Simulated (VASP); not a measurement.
# K2S (Fm-3m) in VASP: a series of runs

K2S is run at these levels: PBE; tasks: single point.

Program: VASP 6.6.1. These are calculated values, not measurements. Logs are shortened: lines on timing, memory, paths and dates and some standing lists are left out, and cuts for length are marked.

### Step 1. The cell of the first run

It takes space group Fm-3m (No. 225, cubic). The conventional cell has a = 7.461 Å, b = 7.461 Å, c = 7.461 Å, α = 90.00°, β = 90.00°, γ = 90.00°. Within 4.3 Å of K (site symmetry -43m) lie 4 S at 3.23 Å and 6 K at 3.73 Å. S (site symmetry m-3m) has 8 K at 3.23 Å within 4.3 Å.

### Step 2. Single point, PBE

Input file INCAR:

```
SYSTEM = K2S
PREC     = Accurate       ! precision mode
ENCUT    = 500            ! plane-wave cutoff, eV
EDIFF    = 1E-6           ! SCF threshold, eV
ISMEAR   = 0              ! smearing method
SIGMA    = 0.02           ! smearing width, eV
LREAL    = .False.        ! projectors in reciprocal space
LASPH    = .True.         ! aspherical terms in the spheres
NELM     = 120            ! most SCF steps
ALGO     = Normal         ! electronic algorithm
ISIF     = 2              ! what is computed and relaxed
LWAVE    = .False.        ! write WAVECAR
LCHARG   = .False.        ! write CHGCAR
GGA      = PE             ! functional
NBANDS   = 19             ! bands
GGA_COMPAT= .False.
```

Input file KPOINTS:

```
regular mesh
0
Gamma
  6 6 6
  0 0 0
```

Input file POSCAR:

```
K2S
1.0
    0.0000000000      3.7306299197      3.7306299197
    3.7306299197      0.0000000000      3.7306299197
    3.7306299197      3.7306299197      0.0000000000
K S
2 1
Direct
    0.2500000000      0.2500000000      0.2500000000
    0.7500000000      0.7500000000      0.7500000000
    0.0000000000      0.0000000000      0.0000000000
```

Potentials or basis: VASP PAW PBE potentials, release 64 (K_sv, S).

Launch:

```bash
$ cat potpaw_PBE.64/K_sv/POTCAR potpaw_PBE.64/S/POTCAR > POTCAR
$ mpirun -np 1 vasp_std > vasp.out
```

OUTCAR:

```text
SYSTEM = K2S
   PREC = Accurate
   ENCUT = 500
   EDIFF = 1E-6
   ISMEAR = 0
   LREAL = .False.
   LASPH = .True.
   NELM = 120
   ISIF = 2
   GGA = PE

 ion  position               nearest neighbor table
   1  0.250  0.250  0.250-   3 3.23   3 3.23   3 3.23   3 3.23   2 3.73   2 3.73   2 3.73   2 3.73
                             2 3.73   2 3.73
   2  0.750  0.750  0.750-   3 3.23   3 3.23   3 3.23   3 3.23   1 3.73   1 3.73   1 3.73   1 3.73
                             1 3.73   1 3.73
   3  0.000  0.000  0.000-   2 3.23   2 3.23   2 3.23   1 3.23   2 3.23   1 3.23   1 3.23   1 3.23

  LATTYP: Found a face centered cubic cell.
 ALAT       =     7.4612598394

  Lattice vectors:

 A1 = (   0.0000000000,   3.7306299197,   3.7306299197)
 A2 = (   3.7306299197,   0.0000000000,   3.7306299197)
 A3 = (   3.7306299197,   3.7306299197,   0.0000000000)

Analysis of symmetry for initial positions (statically):
[... 5 lines left out ...]
 face centered cubic supercell.

 Subroutine GETGRP returns: Found 48 space group operations
 (whereof 48 operations were pure point group operations)
 out of a pool of 48 trial point group operations.

The static configuration has the point symmetry O_h .

Analysis of symmetry for dynamics (positions and initial velocities):
[... 5 lines left out ...]
 face centered cubic supercell.

 Subroutine GETGRP returns: Found 48 space group operations
 (whereof 48 operations were pure point group operations)
 out of a pool of 48 trial point group operations.

The dynamic configuration has the point symmetry O_h .

 Subroutine INISYM returns: Found 48 space group operations
 (whereof 48 operations are pure point group operations),
 and found     1 'primitive' translations

----------------------------------------------------------------------------------------

                                     Primitive cell

  volume of cell :     103.8428

  direct lattice vectors                    reciprocal lattice vectors
     0.000000000  3.730629920  3.730629920    -0.134025623  0.134025623  0.134025623
     3.730629920  0.000000000  3.730629920     0.134025623 -0.134025623  0.134025623
     3.730629920  3.730629920  0.000000000     0.134025623  0.134025623 -0.134025623

  length of vectors
     5.275907429  5.275907429  5.275907429     0.232139189  0.232139189  0.232139189

  position of ions in fractional coordinates (direct lattice)
     0.250000000  0.250000000  0.250000000
     0.750000000  0.750000000  0.750000000
     0.000000000  0.000000000  0.000000000

  ion indices of the primitive-cell ions
   primitive index   ion index
                 1           1
                 2           2
                 3           3

----------------------------------------------------------------------------------------

 KPOINTS: regular mesh

Automatic generation of k-mesh.
 Grid dimensions read from file:
 generate k-points for:    6    6    6

 Generating k-lattice:

  Cartesian coordinates                     Fractional coordinates (reciprocal lattice)
    -0.022337604  0.022337604  0.022337604     0.166666667  0.000000000  0.000000000
     0.022337604 -0.022337604  0.022337604     0.000000000  0.166666667  0.000000000
     0.022337604  0.022337604 -0.022337604     0.000000000  0.000000000  0.166666667

  Length of vectors
     0.038689865  0.038689865  0.038689865

  Shift w.r.t. Gamma in fractional coordinates (k-lattice)
     0.000000000  0.000000000  0.000000000

 Subroutine IBZKPT returns following result:
 ===========================================

 Found     16 irreducible k-points:

 Following reciprocal coordinates:
            Coordinates               Weight
  0.000000  0.000000  0.000000      1.000000
  0.166667  0.000000  0.000000      8.000000
  0.333333  0.000000  0.000000      8.000000
  0.500000  0.000000  0.000000      4.000000
  0.166667  0.166667  0.000000      6.000000
  0.333333  0.166667  0.000000     24.000000
[... 8 lines left out ...]
 -0.333333  0.333333  0.166667     24.000000
 -0.333333  0.500000  0.166667     12.000000
   k-points           NKPTS =     16   k-points in BZ     NKDIM =     16   number of bands    NBANDS=     19
   number of dos      NEDOS =    301   number of ions     NIONS =      3
   total plane-waves  NPLWV =  64000
   dimension x,y,z NGX =    40 NGY =   40 NGZ =   40
   dimension x,y,z NGXF=    80 NGYF=   80 NGZF=   80
   ions per type =               2   1
   NGX,Y,Z   is equivalent  to a cutoff of  12.60, 12.60, 12.60 a.u.
   NGXF,Y,Z  is equivalent  to a cutoff of  25.21, 25.21, 25.21 a.u.
 SYSTEM =  K2S
   PREC   = accura    normal or accurate (medium, high low for compatibility)
   ISTART =      0    job   : 0-new  1-cont  2-samecut
   ICHARG =      2    charge: 1-file 2-atom 10-const
   ISPIN  =      1    spin polarized calculation?
   LNONCOLLINEAR =      F non collinear calculations
   LSORBIT =      F    spin-orbit coupling
   LASPH  =      T    aspherical Exc in radial PAW
   ENCUT  =  500.0 eV  36.75 Ry    6.06 a.u.   9.62  9.62  9.62*2*pi/ulx,y,z
   NELM   =    120;   NELMIN=  2; NELMDL= -5     # of ELM steps
   EDIFF  = 0.1E-05   stopping-criterion for ELM
   LREAL  =      F    real-space projection
   EDIFFG = 0.1E-04   stopping-criterion for IOM
   NSW    =      0    number of steps for IOM
   IBRION =     -1    ionic relax: 0-MD 1-quasi-New 2-CG
   NFREE  =      0    steps in history (QN), initial steepest desc. (CG)
   ISIF   =      2    stress and relaxation
   ISYM   =      2    0-nonsym 1-usesym 2-fastsym
   POTIM  = 0.5000    time-step for ionic-motion
   TEBEG  =    0.0;   TEEND  =   0.0 temperature during run
   PSTRESS=    0.0 pullay stress
   NELECT =      24.0000    total number of electrons
   NUPDOWN=      -1.0000    fix difference up-down
   EMIN   =  10.00;   EMAX   =-10.00  energy-range for DOS
   EFERMI =   0.00;   METHOD = LEGACY
   ISMEAR =     0;   SIGMA  =   0.02  broadening in eV -4-tet -1-fermi 0-gaus
   EFERMI_NEDOS =   21; number of points for ismear=-14 and -15
   IALGO  =     38    algorithm
   IMIX   =      4    mixing-type and parameters
     AMIX     =   0.40;   BMIX     =  1.00
     AMIX_MAG =   1.60;   BMIX_MAG =  1.00
  volume/ion in A,a.u.               =      34.61       233.59
  Fermi-wavevector in a.u.,A,eV,Ry     =   1.004661  1.898535 13.732968  1.009345
  Thomas-Fermi vector in A             =   2.137292
   LORBIT       =      0    0 simple, 1 ext, 2 COOP (PROOUT), +10 PAW based schemes
   GGA     = PE    functional components
   LHFCALC =     F    Hartree Fock is set to
   AEXX    =    0.0000 exact exchange contribution
   IVDW    =     0    specifies the selected vdW correction
   LEPSILON=     F    determine dielectric tensor
   LRPA    =     F    only Hartree local field effects (RPA)
 non-spin polarized calculation
 Gauss-broadening in eV      SIGMA  =   0.02
  energy-cutoff  :      500.00
  volume of cell :      103.84
 maximum number of plane-waves:      2685
 NGX is ok and might be reduce to    40
   NGX = 19   NGY = 19   NGZ = 19

 number of electron      24.0000000 magnetization

 Free energy of the ion-electron system (eV)
  ---------------------------------------------------
  ext. energy  EPLUGINS =         0.00000000
  ---------------------------------------------------
  free energy    TOTEN  =        -9.42076769 eV

  energy without entropy =       -9.42076769  energy(sigma->0) =       -9.42076769

 E-fermi :  -0.2689     XC(G=0):  -7.2543

 val. band max:       -0.4220779377   @ k =   0.5000   0.5000   0.0000
 cond. band min:       1.9001784879   @ k =   0.0000   0.0000   0.0000
 fundamental gap:      2.3222564256
 Fermi energy:        -0.2689231077

 k-point     1 :       0.0000    0.0000    0.0000
  band No.  band energies     occupation
      1     -29.6858      2.00000
      2     -29.6107      2.00000
      3     -13.2725      2.00000
      4     -13.2725      2.00000
      5     -13.2725      2.00000
      6     -13.0496      2.00000
[... 11 lines left out ...]
     18       6.9718      0.00000
     19       7.8717      0.00000

 k-point     2 :       0.1667    0.0000    0.0000
  band No.  band energies     occupation
      1     -29.6805      2.00000
      2     -29.6155      2.00000
      3     -13.2665      2.00000
      4     -13.2594      2.00000
      5     -13.2594      2.00000
      6     -13.0878      2.00000
[... 11 lines left out ...]
     18       7.1259      0.00000
     19       7.3870      0.00000

 k-point     3 :       0.3333    0.0000    0.0000
  band No.  band energies     occupation
      1     -29.6664      2.00000
      2     -29.6288      2.00000
      3     -13.2575      2.00000
      4     -13.2223      2.00000
      5     -13.2223      2.00000
      6     -13.1575      2.00000
[... 11 lines left out ...]
     18       7.1881      0.00000
     19       7.1886      0.00000

 k-point     4 :       0.5000    0.0000    0.0000
  band No.  band energies     occupation
      1     -29.6474      2.00000
      2     -29.6473      2.00000
      3     -13.2576      2.00000
      4     -13.1859      2.00000
      5     -13.1726      2.00000
      6     -13.1726      2.00000
[... 11 lines left out ...]
     18       7.1358      0.00000
     19       7.2564      0.00000

 k-point     5 :       0.1667    0.1667    0.0000
  band No.  band energies     occupation
      1     -29.6792      2.00000
      2     -29.6167      2.00000
      3     -13.2867      2.00000
      4     -13.2867      2.00000
      5     -13.2027      2.00000
      6     -13.1581      2.00000
[... 11 lines left out ...]
     18       6.9383      0.00000
     19       6.9383      0.00000

 k-point     6 :       0.3333    0.1667    0.0000
  band No.  band energies     occupation
      1     -29.6692      2.00000
      2     -29.6259      2.00000
      3     -13.2981      2.00000
      4     -13.2833      2.00000
      5     -13.2463      2.00000
      6     -13.1377      2.00000
[... 11 lines left out ...]
     18       6.9594      0.00000
     19       7.6048      0.00000

 k-point     7 :       0.5000    0.1667    0.0000
  band No.  band energies     occupation
      1     -29.6535      2.00000
      2     -29.6410      2.00000
      3     -13.3342      2.00000
      4     -13.2616      2.00000
      5     -13.2477      2.00000
      6     -13.1081      2.00000
[... 11 lines left out ...]
     18       6.7994      0.00000
     19       7.5895      0.00000

 k-point     8 :      -0.3333    0.1667    0.0000
  band No.  band energies     occupation
      1     -29.6582      2.00000
      2     -29.6365      2.00000
      3     -13.3378      2.00000
      4     -13.2318      2.00000
      5     -13.1879      2.00000
      6     -13.1654      2.00000
[... 80 lines left out ...]
 k-point    12 :      -0.3333    0.3333    0.0000
  band No.  band energies     occupation
      1     -29.6471      2.00000
      2     -29.6471      2.00000
      3     -13.4111      2.00000
      4     -13.2864      2.00000
      5     -13.2602      2.00000
      6     -13.0933      2.00000
[... 11 lines left out ...]
     18       6.8214      0.00000
     19       7.5727      0.00000

 k-point    13 :       0.5000    0.5000    0.0000
  band No.  band energies     occupation
      1     -29.6594      2.00000
      2     -29.6345      2.00000
      3     -13.4561      2.00000
      4     -13.3288      2.00000
      5     -13.3288      2.00000
      6     -13.0155      2.00000
[... 11 lines left out ...]
     18       7.0975      0.00000
     19       7.2036      0.00000

 k-point    14 :       0.5000    0.3333    0.1667
  band No.  band energies     occupation
      1     -29.6598      2.00000
      2     -29.6348      2.00000
      3     -13.3681      2.00000
      4     -13.3109      2.00000
      5     -13.2406      2.00000
      6     -13.1093      2.00000
[... 11 lines left out ...]
     18       7.1004      0.00000
     19       7.5136      0.00000

 k-point    15 :      -0.3333    0.3333    0.1667
  band No.  band energies     occupation
      1     -29.6471      2.00000
      2     -29.6471      2.00000
      3     -13.4025      2.00000
      4     -13.3291      2.00000
      5     -13.1780      2.00000
      6     -13.1757      2.00000
[... 11 lines left out ...]
     18       6.8175      0.00000
     19       7.4943      0.00000

 k-point    16 :      -0.3333    0.5000    0.1667
  band No.  band energies     occupation
      1     -29.6532      2.00000
      2     -29.6408      2.00000
      3     -13.4397      2.00000
      4     -13.3463      2.00000
      5     -13.2527      2.00000
      6     -13.0962      2.00000
[... 11 lines left out ...]
     18       7.0341      0.00000
     19       7.2605      0.00000

------------------------ aborting loop because EDIFF is reached ----------------------------------------

  FORCE on cell =-STRESS in cart. coord.  units (eV):
  Direction    XX          YY          ZZ          XY          YZ          ZX
  --------------------------------------------------------------------------------------
  -------------------------------------------------------------------------------------
  Total        0.0239451      0.0239451      0.0239451     -0.0000000     -0.0000000      0.0000000
  in kB        0.3694453      0.3694453      0.3694453     -0.0000000     -0.0000000      0.0000000
  external PRESSURE =       0.3694453 kB  Pullay stress =       0.0000000 kB

 VOLUME and BASIS-vectors are now :
 -----------------------------------------------------------------------------
  energy-cutoff  :      500.00
  volume of cell :      103.84
      direct lattice vectors                 reciprocal lattice vectors
     0.000000000  3.730629920  3.730629920    -0.134025623  0.134025623  0.134025623
     3.730629920  0.000000000  3.730629920     0.134025623 -0.134025623  0.134025623
     3.730629920  3.730629920  0.000000000     0.134025623  0.134025623 -0.134025623

 POSITION                                       TOTAL-FORCE (eV/Angst)
 -----------------------------------------------------------------------------------
      1.86531      1.86531      1.86531        -0.000000     -0.000000     -0.000000
      5.59594      5.59594      5.59594         0.000000      0.000000      0.000000
      0.00000      0.00000      0.00000         0.000000     -0.000000      0.000000
 -----------------------------------------------------------------------------------
    total drift:                               -0.000000     -0.000000      0.000000

  FREE ENERGIE OF THE ION-ELECTRON SYSTEM (eV)
  ---------------------------------------------------
  free  energy   TOTEN  =        -9.4207676914 eV

  energy  without entropy=       -9.4207676914  energy(sigma->0) =       -9.42076769
```

Wall time 25 s (1 thread of Intel Xeon Platinum 8375C at 2.90GHz (Ice Lake), shared host); peak memory 0.23 GiB.

Results:

- Free energy: -9.4208 eV
- Pressure: 0.0 GPa
- Band gap on the k mesh: 2.32 eV, indirect (least direct gap 2.50 eV)

A k mesh can miss the band edges. A hybrid or GW would open this gap; PBE tends to underestimate it.

(Part 1 of 2 ends here.)
